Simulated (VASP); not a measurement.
# MgNi2S3 (I4/mmm) in VASP: notebook

Runs on MgNi2S3. Level: PBE. Tasks: single point.

Everything below comes from runs of VASP 6.6.1. Logs are shortened: lines on timing, memory, paths and dates and some standing lists are left out, and cuts for length are marked.

## 1. The cell of the first run

The structure is tetragonal, space group I4/mmm (No. 139). Conventional cell: a = 3.483 Å, b = 3.483 Å, c = 14.576 Å, α = 90.00°, β = 90.00°, γ = 90.00°. Mg (site symmetry 4/mmm) has 6 S at 2.46 to 2.58 Å within 3.3 Å. Within 3.0 Å of Ni (site symmetry 4mm) lie 6 S at 2.26 to 2.47 Å. Within 3.0 Å of S (site symmetry 4mm) lie 5 Ni at 2.26 to 2.47 Å and 1 Mg at 2.58 Å. S (site symmetry 4/mmm) has 2 Ni at 2.44 Å and 4 Mg at 2.46 Å within 3.2 Å.

## 2. Single point, PBE

File INCAR:

```
SYSTEM = MgNi2S3
  PREC = Accurate
  ENCUT = 520
  EDIFF = 1E-6
  ISMEAR = 0
  SIGMA = 0.1
  LREAL = .False.
  LASPH = .True.
  NELM = 100
  ALGO = Normal
  ISIF = 2
  LWAVE = .False.
  LCHARG = .False.
  GGA = PE
  NBANDS = 29
```

File KPOINTS:

```
regular mesh
0
Gamma
  16 16 16
  0 0 0
```

File POSCAR:

```
MgNi2S3
1.0
   -1.7416833507      1.7416833507      7.2882025625
    1.7416833507     -1.7416833507      7.2882025625
    1.7416833507      1.7416833507     -7.2882025625
Mg Ni S
1 2 3
Direct
    0.0000000000      0.0000000000      0.0000000000
    0.6675033141      0.6675033141      0.0000000000
    0.3324966859      0.3324966859      0.0000000000
    0.1772727280      0.1772727280      0.0000000000
    0.8227272720      0.8227272720      0.0000000000
    0.5000000000      0.5000000000      0.0000000000
```

Potentials or basis: VASP PAW PBE potentials, release 64 (Mg, Ni, S).

Started as:

```
> cat potpaw_PBE.64/Mg/POTCAR potpaw_PBE.64/Ni/POTCAR potpaw_PBE.64/S/POTCAR > POTCAR
> mpirun -np 1 vasp_std > vasp.out
```

OUTCAR:

```text
SYSTEM = MgNi2S3
   PREC = Accurate
   ENCUT = 520
   EDIFF = 1E-6
   ISMEAR = 0
   LREAL = .False.
   LASPH = .True.
   NELM = 100
   ISIF = 2
   GGA = PE

 ion  position               nearest neighbor table
   1  0.000  0.000  0.000-   6 2.46   6 2.46   6 2.46   6 2.46   5 2.58   4 2.58
   2  0.668  0.668  0.000-   5 2.26   6 2.44   4 2.47   4 2.47   4 2.47   4 2.47
   3  0.332  0.332  0.000-   4 2.26   6 2.44   5 2.47   5 2.47   5 2.47   5 2.47
   4  0.177  0.177  0.000-   3 2.26   2 2.47   2 2.47   2 2.47   2 2.47   1 2.58
   5  0.823  0.823  0.000-   2 2.26   3 2.47   3 2.47   3 2.47   3 2.47   1 2.58
   6  0.500  0.500  0.000-   2 2.44   3 2.44   1 2.46   1 2.46   1 2.46   1 2.46

  LATTYP: Found a body centered tetragonal cell.
 ALAT       =     3.4833667014
 C/A-ratio  =     4.1845738260

  Lattice vectors:

 A1 = (  -1.7416833507,   1.7416833507,   7.2882025625)
 A2 = (   1.7416833507,  -1.7416833507,   7.2882025625)
 A3 = (   1.7416833507,   1.7416833507,  -7.2882025625)

Analysis of symmetry for initial positions (statically):
=====================================================================
 Subroutine PRICEL returns:
 Original cell was already a primitive cell.

 Routine SETGRP: Setting up the symmetry group for a
 body centered tetragonal supercell.

 Subroutine GETGRP returns: Found 16 space group operations
 (whereof 16 operations were pure point group operations)
 out of a pool of 16 trial point group operations.

The static configuration has the point symmetry D_4h.

Analysis of symmetry for dynamics (positions and initial velocities):
=====================================================================
 Subroutine PRICEL returns:
 Original cell was already a primitive cell.

 Routine SETGRP: Setting up the symmetry group for a
 body centered tetragonal supercell.

 Subroutine GETGRP returns: Found 16 space group operations
 (whereof 16 operations were pure point group operations)
 out of a pool of 16 trial point group operations.

The dynamic configuration has the point symmetry D_4h.

 Subroutine INISYM returns: Found 16 space group operations
 (whereof 16 operations are pure point group operations),
 and found     1 'primitive' translations

----------------------------------------------------------------------------------------

                                     Primitive cell

  volume of cell :      88.4339

  direct lattice vectors                    reciprocal lattice vectors
    -1.741683351  1.741683351  7.288202563     0.000000000  0.287078590  0.068604021
     1.741683351 -1.741683351  7.288202563     0.287078590  0.000000000  0.068604021
     1.741683351  1.741683351 -7.288202563     0.287078590  0.287078590  0.000000000

  length of vectors
     7.693166993  7.693166993  7.693166993     0.295162037  0.295162037  0.405990435

  position of ions in fractional coordinates (direct lattice)
     0.000000000  0.000000000  0.000000000
     0.667503314  0.667503314  0.000000000
     0.332496686  0.332496686  0.000000000
     0.177272728  0.177272728  0.000000000
     0.822727272  0.822727272  0.000000000
     0.500000000  0.500000000  0.000000000

  ion indices of the primitive-cell ions
   primitive index   ion index
                 1           1
                 2           2
                 3           3
                 4           4
                 5           5
                 6           6

----------------------------------------------------------------------------------------

 KPOINTS: regular mesh

Automatic generation of k-mesh.
 Grid dimensions read from file:
 generate k-points for:   16   16   16

 Generating k-lattice:

  Cartesian coordinates                     Fractional coordinates (reciprocal lattice)
     0.000000000  0.017942412  0.004287751     0.062500000  0.000000000  0.000000000
     0.017942412  0.000000000  0.004287751     0.000000000  0.062500000  0.000000000
     0.017942412  0.017942412  0.000000000     0.000000000  0.000000000  0.062500000

  Length of vectors
     0.018447627  0.018447627  0.025374402

  Shift w.r.t. Gamma in fractional coordinates (k-lattice)
     0.000000000  0.000000000  0.000000000

 Subroutine IBZKPT returns following result:
 ===========================================

 Found    349 irreducible k-points:

 Following reciprocal coordinates:
            Coordinates               Weight
  0.000000  0.000000  0.000000      1.000000
  0.062500 -0.000000  0.000000      8.000000
  0.125000 -0.000000  0.000000      8.000000
  0.187500 -0.000000  0.000000      8.000000
  0.250000 -0.000000  0.000000      8.000000
  0.312500  0.000000  0.000000      8.000000
[... 16 lines left out ...]
 -0.125000  0.062500 -0.000000     16.000000
 -0.062500  0.062500  0.000000      4.000000
 [... further k-points ...]
   k-points           NKPTS =    349   k-points in BZ     NKDIM =    349   number of bands    NBANDS=     29
   number of dos      NEDOS =    301   number of ions     NIONS =      6
   total plane-waves  NPLWV = 216000
   dimension x,y,z NGX =    60 NGY =   60 NGZ =   60
   dimension x,y,z NGXF=   120 NGYF=  120 NGZF=  120
   ions per type =               1   2   3
   NGX,Y,Z   is equivalent  to a cutoff of  12.97, 12.97, 12.97 a.u.
   NGXF,Y,Z  is equivalent  to a cutoff of  25.93, 25.93, 25.93 a.u.
 SYSTEM =  MgNi2S3
   PREC   = accura    normal or accurate (medium, high low for compatibility)
   ISTART =      0    job   : 0-new  1-cont  2-samecut
   ICHARG =      2    charge: 1-file 2-atom 10-const
   ISPIN  =      1    spin polarized calculation?
   LNONCOLLINEAR =      F non collinear calculations
   LSORBIT =      F    spin-orbit coupling
   LASPH  =      T    aspherical Exc in radial PAW
   ENCUT  =  520.0 eV  38.22 Ry    6.18 a.u.  14.30 14.30 14.30*2*pi/ulx,y,z
   NELM   =    100;   NELMIN=  2; NELMDL= -5     # of ELM steps
   EDIFF  = 0.1E-05   stopping-criterion for ELM
   LREAL  =      F    real-space projection
[... 7 lines left out ...]
   TEBEG  =    0.0;   TEEND  =   0.0 temperature during run
   PSTRESS=    0.0 pullay stress
   NELECT =      40.0000    total number of electrons
   NUPDOWN=      -1.0000    fix difference up-down
   EMIN   =  10.00;   EMAX   =-10.00  energy-range for DOS
   EFERMI =   0.00;   METHOD = LEGACY
   ISMEAR =     0;   SIGMA  =   0.10  broadening in eV -4-tet -1-fermi 0-gaus
   EFERMI_NEDOS =   21; number of points for ismear=-14 and -15
   IALGO  =     38    algorithm
   IMIX   =      4    mixing-type and parameters
     AMIX     =   0.40;   BMIX     =  1.00
     AMIX_MAG =   1.60;   BMIX_MAG =  1.00
  volume/ion in A,a.u.               =      14.74        99.46
  Fermi-wavevector in a.u.,A,eV,Ry     =   1.256672  2.374765 21.486649  1.579224
  Thomas-Fermi vector in A             =   2.390368
   LORBIT       =      0    0 simple, 1 ext, 2 COOP (PROOUT), +10 PAW based schemes
   GGA     = PE    functional components
   LHFCALC =     F    Hartree Fock is set to
   AEXX    =    0.0000 exact exchange contribution
   IVDW    =     0    specifies the selected vdW correction
   LEPSILON=     F    determine dielectric tensor
   LRPA    =     F    only Hartree local field effects (RPA)
 non-spin polarized calculation
 Gauss-broadening in eV      SIGMA  =   0.10
  energy-cutoff  :      520.00
  volume of cell :       88.43
 maximum number of plane-waves:      2416
 NGX is ok and might be reduce to    60
   NGX = 29   NGY = 29   NGZ = 29

 number of electron      40.0000001 magnetization

 Free energy of the ion-electron system (eV)
  ---------------------------------------------------
  ext. energy  EPLUGINS =         0.00000000
  ---------------------------------------------------
  free energy    TOTEN  =       -28.03608289 eV

  energy without entropy =      -28.01477495  energy(sigma->0) =      -28.02542892

 E-fermi :   7.1123     XC(G=0): -11.0406

 val. band max:        7.1120534948   @ k =  -0.1875   0.4375   0.0625
 cond. band min:       7.1132298192   @ k =  -0.1250   0.3750   0.0625
 fundamental gap:      0.0011763244
 Fermi energy:         7.1122651095

 k-point     1 :       0.0000    0.0000    0.0000
  band No.  band energies     occupation
      1      -7.8983      2.00000
      2      -6.4978      2.00000
      3      -6.0774      2.00000
      4       1.2828      2.00000
      5       1.7443      2.00000
      6       3.8389      2.00000
[... 21 lines left out ...]
     28      15.6867      0.00000
     29      15.6867      0.00000

 k-point     2 :       0.0625   -0.0000    0.0000
  band No.  band energies     occupation
      1      -7.8638      2.00000
      2      -6.4884      2.00000
      3      -6.0525      2.00000
      4       1.2577      2.00000
      5       1.7306      2.00000
      6       3.6437      2.00000
[... 21 lines left out ...]
     28      15.5079      0.00000
     29      15.7189      0.00000

 k-point     3 :       0.1250   -0.0000    0.0000
  band No.  band energies     occupation
      1      -7.7615      2.00000
      2      -6.4580      2.00000
      3      -5.9862      2.00000
      4       1.1794      2.00000
      5       1.6580      2.00000
      6       3.2566      2.00000
[... 21 lines left out ...]
     28      15.1177      0.00000
     29      15.7995      0.00000

 k-point     4 :       0.1875   -0.0000    0.0000
  band No.  band energies     occupation
      1      -7.5952      2.00000
      2      -6.4040      2.00000
      3      -5.9004      2.00000
      4       1.0354      2.00000
      5       1.4619      2.00000
      6       2.8975      2.00000
[... 21 lines left out ...]
     28      14.8677      0.00000
     29      15.4667      0.00000

 k-point     5 :       0.2500   -0.0000    0.0000
  band No.  band energies     occupation
      1      -7.3720      2.00000
      2      -6.3288      2.00000
      3      -5.8254      2.00000
      4       0.8218      2.00000
      5       1.1420      2.00000
      6       2.6685      2.00000
[... 21 lines left out ...]
     28      14.8651      0.00000
     29      14.8887      0.00000
[... 510 lines left out ...]
     28      14.5639      0.00000
     29      14.6955      0.00000

 k-point    22 :      -0.1875    0.0625   -0.0000
  band No.  band energies     occupation
      1      -7.5727      2.00000
      2      -6.3464      2.00000
      3      -5.9174      2.00000
      4       1.0349      2.00000
      5       1.4413      2.00000
      6       2.9039      2.00000
[... 21 lines left out ...]
     28      14.7365      0.00000
     29      15.0191      0.00000

 k-point    23 :      -0.1250    0.0625   -0.0000
  band No.  band energies     occupation
      1      -7.7347      2.00000
      2      -6.4096      2.00000
      3      -5.9958      2.00000
      4       1.1781      2.00000
      5       1.6231      2.00000
      6       3.2403      2.00000
[... 21 lines left out ...]
     28      14.9812      0.00000
     29      15.6248      0.00000

 k-point    24 :      -0.0625    0.0625    0.0000
  band No.  band energies     occupation
      1      -7.8329      2.00000
      2      -6.4573      2.00000
      3      -6.0467      2.00000
      4       1.2462      2.00000
      5       1.6989      2.00000
      6       3.5795      2.00000
[... 21 lines left out ...]
     28      15.3347      0.00000
     29      15.7559      0.00000

 [... further k-points ...]
[... 5 lines left out ...]
  --------------------------------------------------------------------------------------
  -------------------------------------------------------------------------------------
  Total       -0.0562053     -0.0562053     -0.0433531      0.0000000      0.0000000      0.0000000
  in kB       -1.0182843     -1.0182843     -0.7854373      0.0000000      0.0000000      0.0000000
  external PRESSURE =      -0.9406686 kB  Pullay stress =       0.0000000 kB

 VOLUME and BASIS-vectors are now :
 -----------------------------------------------------------------------------
  energy-cutoff  :      520.00
  volume of cell :       88.43
      direct lattice vectors                 reciprocal lattice vectors
    -1.741683351  1.741683351  7.288202563     0.000000000  0.287078590  0.068604021
     1.741683351 -1.741683351  7.288202563     0.287078590  0.000000000  0.068604021
     1.741683351  1.741683351 -7.288202563     0.287078590  0.287078590  0.000000000

 POSITION                                       TOTAL-FORCE (eV/Angst)
 -----------------------------------------------------------------------------------
      0.00000      0.00000      0.00000        -0.000000     -0.000000     -0.000000
      0.00000      0.00000      9.72980        -0.000000     -0.000000     -0.007544
      0.00000      0.00000      4.84661         0.000000      0.000000      0.007544
      0.00000      0.00000      2.58400        -0.000000     -0.000000     -0.019041
      0.00000      0.00000     11.99241         0.000000      0.000000      0.019041
      0.00000      0.00000      7.28820        -0.000000     -0.000000     -0.000000
 -----------------------------------------------------------------------------------
    total drift:                               -0.000000      0.000000     -0.000000

  FREE ENERGIE OF THE ION-ELECTRON SYSTEM (eV)
  ---------------------------------------------------
  free  energy   TOTEN  =       -28.0360828931 eV

  energy  without entropy=      -28.0147749486  energy(sigma->0) =      -28.02542892
```

Wall time 38 min (1 thread of AMD EPYC 9R45 (Zen 5), shared host); peak memory 1.1 GiB.

Results:

```
Free energy            : -28.0361 eV
Pressure               : -0.1 GPa
Largest force          : 0.019 eV/Å
Band gap on the k mesh : zero (bands 20 and 21 overlap by 2.09 eV)
```

Forces on the atoms (eV/Å):
```
Mg   0.000  0.000  0.000
Ni   0.000  0.000 -0.008
Ni   0.000  0.000  0.008
S    0.000  0.000 -0.019
S    0.000  0.000  0.019
S    0.000  0.000  0.000
```

Levels at points of the mesh, in eV from the Fermi level:
```csv
k point,band 17,band 18,band 19,band 20,band 21,band 22,band 23,band 24
"(0.00, 0.00, 0.00)",-1.31,-1.10,-1.10,-0.89,-0.89,-0.30,3.13,3.16
"(0.50, 0.00, 0.00)",-1.08,-1.01,0.07,1.20,1.38,1.41,3.90,4.96
"(0.50, 0.50, 0.00)",-1.20,-1.10,-1.10,-1.09,-0.89,-0.85,1.82,3.79
"(0.50, 0.50, 0.50)",-0.89,-0.89,-0.71,-0.71,-0.54,-0.37,1.80,4.07
```

Caveat: the run has no spin polarisation, though such a crystal can be magnetic. With open d or f shells a metallic result of PBE can be an artefact of self-interaction; +U or a hybrid may open a gap.

## 3. Single point, PBE

File INCAR:

```
PREC     = Accurate       # precision mode
ENCUT    = 520            # plane-wave cutoff, eV
EDIFF    = 1E-7           # SCF threshold, eV
ISMEAR   = 0              # smearing method
SIGMA    = 0.1            # smearing width, eV
LREAL    = False          # projectors in reciprocal space
LASPH    = True           # aspherical terms in the spheres
NELM     = 100            # most SCF steps
ALGO     = Normal         # electronic algorithm
ISIF     = 2              # what is computed and relaxed
LWAVE    = False          # write WAVECAR
LCHARG   = True           # write CHGCAR
GGA      = PE             # functional
LELF     = True           # ELF
LVHAR    = True         
NBANDS   = 29             # bands
```

File KPOINTS:

```
regular mesh
0
Gamma
  16 16 16
```

POSCAR is that of step 2.

Potentials or basis: VASP PAW PBE potentials, release 64 (Mg, Ni, S).

Started as:

```
> cat potpaw_PBE.64/Mg/POTCAR potpaw_PBE.64/Ni/POTCAR potpaw_PBE.64/S/POTCAR > POTCAR
> mpirun -np 1 vasp_std > vasp.out
```

Wall time 40 min (1 thread of AMD EPYC 9R45 (Zen 5), shared host); peak memory 1.1 GiB.

It converged, with:

```yaml
Free_energy: -28.0361 eV
Pressure: -0.1 GPa
Largest_force: 0.019 eV/Å
Band_gap_on_the_k_mesh: zero (bands 20 and 21 overlap by 2.09 eV)
```

Forces on the atoms (eV/Å):
```
Mg   0.000  0.000  0.000
Ni   0.000  0.000 -0.008
Ni   0.000  0.000  0.008
S    0.000  0.000 -0.019
S    0.000  0.000  0.019
S    0.000  0.000  0.000
```

Levels at points of the mesh, in eV from the Fermi level:
```tsv
k point	band 16	band 17	band 18	band 19	band 20	band 21	band 22	band 23	band 24	band 25
(0.00, 0.00, 0.00)	-1.35	-1.31	-1.10	-1.10	-0.89	-0.89	-0.30	3.13	3.16	3.81
(0.50, 0.00, 0.00)	-1.08	-1.08	-1.01	0.07	1.20	1.38	1.41	3.90	4.96	5.08
(0.50, 0.50, 0.00)	-1.31	-1.20	-1.10	-1.10	-1.09	-0.89	-0.85	1.82	3.79	4.48
(0.50, 0.50, 0.50)	-1.61	-0.89	-0.89	-0.71	-0.71	-0.54	-0.37	1.80	4.07	5.53
```

Caveat: the run has no spin polarisation, though such a crystal can be magnetic. Spin polarisation is off, so any magnetic state and its effect on volume and gap are missing.
